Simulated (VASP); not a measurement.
# ZnRe (P-6m2) in VASP: notebook, part 2 of 2

VASP 6.6.1. Earlier steps stand in the parts before.

## Step 5: Single point, PBE+D3(BJ)

This run uses another cell than the first one, of 14.19 Å³/atom, 0.985 times its volume.

Contents of INCAR:

```
SYSTEM = ZnRe
  PREC = Accurate
  ENCUT = 500
  EDIFF = 1E-6
  ISMEAR = -1
  SIGMA = 0.05
  LREAL = .False.
  LASPH = .True.
  NELM = 120
  ALGO = Normal
  ISIF = 2
  LWAVE = .False.
  LCHARG = .False.
  GGA = PE
  IVDW = 12
  NBANDS = 20
  GGA_COMPAT = .False.
```

Contents of KPOINTS:

```
regular mesh
0
Gamma
  11 11 6
  0 0 0
```

Contents of POSCAR:

```
ZnRe
1.0
    2.7216455083      0.0000000000      0.0000000000
   -1.3608227541      2.3570141503      0.0000000000
    0.0000000000      0.0000000000      4.4247863758
Re Zn
1 1
Direct
    0.3333333333      0.6666666667      0.5000000000
    0.0000000000      0.0000000000      0.0000000000
```

Potentials or basis: VASP PAW PBE potentials, release 64 (Re_sv_GW, Zn).

Started as:

```
cat potpaw_PBE.64/Re_sv_GW/POTCAR potpaw_PBE.64/Zn/POTCAR > POTCAR
mpirun -np 1 vasp_std > vasp.out
```

OUTCAR:

```text
SYSTEM = ZnRe
   PREC = Accurate
   ENCUT = 500
   EDIFF = 1E-6
   ISMEAR = -1
   LREAL = .False.
   LASPH = .True.
   NELM = 120
   ISIF = 2
   GGA = PE
   IVDW = 12
 IVDW          = 12

 ion  position               nearest neighbor table
   1  0.333  0.667  0.500-   2 2.71   2 2.71   2 2.71   2 2.71   2 2.71   2 2.71
   2  0.000  0.000  0.000-   1 2.71   1 2.71   1 2.71   1 2.71   1 2.71   1 2.71

  LATTYP: Found a hexagonal cell.
 ALAT       =     2.7216455083
 C/A-ratio  =     1.6257761572

  Lattice vectors:

 A1 = (   2.7216455083,   0.0000000000,   0.0000000000)
 A2 = (  -1.3608227541,   2.3570141503,   0.0000000000)
 A3 = (   0.0000000000,   0.0000000000,   4.4247863758)

Analysis of symmetry for initial positions (statically):
=====================================================================
 Subroutine PRICEL returns:
 Original cell was already a primitive cell.

 Routine SETGRP: Setting up the symmetry group for a
 hexagonal supercell.

 Subroutine GETGRP returns: Found 12 space group operations
 (whereof 12 operations were pure point group operations)
 out of a pool of 24 trial point group operations.

The static configuration has the point symmetry D_3h.

Analysis of symmetry for dynamics (positions and initial velocities):
=====================================================================
 Subroutine PRICEL returns:
 Original cell was already a primitive cell.

 Routine SETGRP: Setting up the symmetry group for a
 hexagonal supercell.

 Subroutine GETGRP returns: Found 12 space group operations
 (whereof 12 operations were pure point group operations)
 out of a pool of 24 trial point group operations.

The dynamic configuration has the point symmetry D_3h.

 Subroutine INISYM returns: Found 12 space group operations
 (whereof 12 operations are pure point group operations),
 and found     1 'primitive' translations

[... 109 lines left out ...]
   ISMEAR =    -1;   SIGMA  =   0.05  broadening in eV -4-tet -1-fermi 0-gaus
   EFERMI_NEDOS =   21; number of points for ismear=-14 and -15
   IALGO  =     38    algorithm
   IMIX   =      4    mixing-type and parameters
     AMIX     =   0.40;   BMIX     =  1.00
     AMIX_MAG =   1.60;   BMIX_MAG =  1.00
  volume/ion in A,a.u.               =      14.19        95.78
  Fermi-wavevector in a.u.,A,eV,Ry     =   1.610030  3.042516 35.268992  2.592198
  Thomas-Fermi vector in A             =   2.705646
   LORBIT       =      0    0 simple, 1 ext, 2 COOP (PROOUT), +10 PAW based schemes
   GGA     = PE    functional components
   LHFCALC =     F    Hartree Fock is set to
   AEXX    =    0.0000 exact exchange contribution
   IVDW    =    12    specifies the selected vdW correction
   LEPSILON=     F    determine dielectric tensor
   LRPA    =     F    only Hartree local field effects (RPA)
 non-spin polarized calculation
  energy-cutoff  :      500.00
  volume of cell :       28.38
 maximum number of plane-waves:       750
 NGX is ok and might be reduce to    20
   NGX =  9   NGY =  9   NGZ = 17

 number of electron      27.0000009 magnetization

 Free energy of the ion-electron system (eV)
  ---------------------------------------------------
  ext. energy  EPLUGINS =         0.00000000
  ---------------------------------------------------
  free energy    TOTEN  =       -14.65798574 eV

  energy without entropy =      -14.64401156  energy(sigma->0) =      -14.65099865

 E-fermi :   8.5771     XC(G=0): -13.2384

 val. band max:        8.5738912220   @ k =   0.1818  -0.0000   0.3333
 cond. band min:       8.5885406428   @ k =   0.1818   0.1818   0.3333
 fundamental gap:      0.0146494209
 Fermi energy:         8.5771335039

 k-point     1 :       0.0000    0.0000    0.0000
  band No.  band energies     occupation
      1     -71.5766      2.00000
      2     -33.5857      2.00000
      3     -32.8247      2.00000
      4     -32.8247      2.00000
      5      -1.9724      2.00000
      6       0.4751      2.00000
[... 541 lines left out ...]
     19      20.2085      0.00000
     20      24.0361      0.00000

 [... further k-points ...]

------------------------ aborting loop because EDIFF is reached ----------------------------------------

 Edisp (eV)   -1.10265

 E8    (eV) :    -0.5165

  FORCE on cell =-STRESS in cart. coord.  units (eV):
  Direction    XX          YY          ZZ          XY          YZ          ZX
  --------------------------------------------------------------------------------------
  -------------------------------------------------------------------------------------
  Total      -0.17151    -0.17151    -0.11198    -0.00000     0.00000     0.00000
  in kB      -9.68106    -9.68106    -6.32059    -0.00000     0.00000     0.00000
  external pressure =       -8.56 kB  Pullay stress =        0.00 kB

 VOLUME and BASIS-vectors are now :
 -----------------------------------------------------------------------------
  energy-cutoff  :      500.00
  volume of cell :       28.38
      direct lattice vectors                 reciprocal lattice vectors
     2.721645508  0.000000000  0.000000000     0.367424779  0.212132795  0.000000000
    -1.360822754  2.357014150  0.000000000     0.000000000  0.424265590  0.000000000
     0.000000000  0.000000000  4.424786376     0.000000000  0.000000000  0.225999611

 POSITION                                       TOTAL-FORCE (eV/Angst)
 -----------------------------------------------------------------------------------
     -0.00000      1.57134      2.21239         0.000000     -0.000000      0.000000
      0.00000      0.00000      0.00000        -0.000000      0.000000      0.000000
 -----------------------------------------------------------------------------------
    total drift:                                0.000001     -0.000000     -0.000000

  FREE ENERGIE OF THE ION-ELECTRON SYSTEM (eV)
  ---------------------------------------------------
  free  energy   TOTEN  =       -15.7606324176 eV

  energy  without entropy=      -15.7466582379  energy(sigma->0) =      -15.75364533
```

OSZICAR:

```text
N       E                     dE             d eps       ncg     rms          rms(c)
DAV:   1     0.290888844922E+03    0.29089E+03   -0.15233E+04  2704   0.184E+03
DAV:   2     0.375254232170E+01   -0.28714E+03   -0.27778E+03  2844   0.458E+02
DAV:   3    -0.156494243991E+02   -0.19402E+02   -0.19107E+02  2960   0.121E+02
DAV:   4    -0.160016541727E+02   -0.35223E+00   -0.35090E+00  2916   0.154E+01
DAV:   5    -0.160094557428E+02   -0.78016E-02   -0.78013E-02  2900   0.185E+00    0.110E+02
DAV:   6    -0.147949921832E+02    0.12145E+01   -0.31827E+00  2872   0.147E+01    0.678E+01
DAV:   7    -0.147118627950E+02    0.83129E-01   -0.10056E+00  3280   0.165E+01    0.147E+01
DAV:   8    -0.146607404919E+02    0.51122E-01   -0.26436E-01  3076   0.102E+01    0.270E+00
DAV:   9    -0.146582892391E+02    0.24513E-02   -0.22501E-02  3500   0.230E+00    0.164E+00
DAV:  10    -0.146581366278E+02    0.15261E-03   -0.23773E-03  3272   0.578E-01    0.797E-01
DAV:  11    -0.146579836418E+02    0.15299E-03   -0.52041E-04  3308   0.262E-01    0.609E-02
DAV:  12    -0.146579861016E+02   -0.24598E-05   -0.20654E-05  2828   0.506E-02    0.873E-02
DAV:  13    -0.146579857437E+02    0.35794E-06   -0.71653E-07  1844   0.132E-02
   1 F= -.15760632E+02 E0= -.15753645E+02  d E =-.139742E-01
```

stdout:

```text
POSCAR found type information on POSCAR ReZn
 POSCAR found :  2 types and       2 ions
 scaLAPACK will be used
 LDA part: xc-table for (Slater+PW92), standard interpolation
 POSCAR, INCAR and KPOINTS ok, starting setup
 FFT: planning ... GRIDC
 FFT: planning ... GRID_SOFT
 FFT: planning ... GRID
 WAVECAR not read
 entering main loop
```

It took 22 s on 1 thread of Intel Xeon Platinum 8488C (Sapphire Rapids), shared host; peak memory 0.17 GiB.

Results:

```
Free energy                : -15.7606 eV
Pressure                   : -0.9 GPa
Dispersion energy per atom : -0.551 eV
```

Levels at points of the mesh, in eV from the Fermi level:
```
           k point  band 10  band 11  band 12  band 13  band 14  band 15  band 16  band 17  band 18  band 19
(0.00, 0.00, 0.00)    -7.03    -5.13    -1.58    -1.28    -1.28     1.80     1.80     5.11    14.04    17.40
(0.00, 0.00, 0.50)    -7.04    -7.04    -3.23    -1.19    -1.19     1.72     1.72     9.67    13.92    15.01
```

Caveat: spin-orbit coupling is left out, which moves the levels of the heavy elements; pairwise dispersion overbinds metals, which lowers pressure and volume.

## Step 6: Summary

| level | cell | k mesh | gap on the mesh (eV) | pressure (GPa) |
| --- | --- | --- | --- | --- |
| PBE | a = 2.748, b = 2.748, c = 4.404 Å, angles 90.0, 90.0, 120.0°, 2 atoms | 9 × 9 × 5 | none | 1.9 |
| PBE | a = 2.748, b = 2.748, c = 4.314 Å, angles 90.0, 90.0, 120.0°, 2 atoms | 9 × 9 × 5 | none | 6.5 |
| PBE | a = 2.748, b = 2.748, c = 4.449 Å, angles 90.0, 90.0, 120.0°, 2 atoms | 9 × 9 × 5 | none | -0.2 |
| PBE+D3(BJ) | a = 2.722, b = 2.722, c = 4.425 Å, angles 90.0, 90.0, 120.0°, 2 atoms | 11 × 11 × 6 | none | -0.9 |

Alike in all rows: task single point; potentials or basis VASP PAW PBE potentials, release 64 (Re_sv_GW, Zn); no spin polarisation; cutoff (eV) 500; smearing fermi-dirac 0.05 eV.

Caveats: spin-orbit coupling is left out, which moves the levels of the heavy elements; pairwise dispersion overbinds metals, which lowers pressure and volume (some runs).

Absolute energies hang on the potentials; compare differences alone.
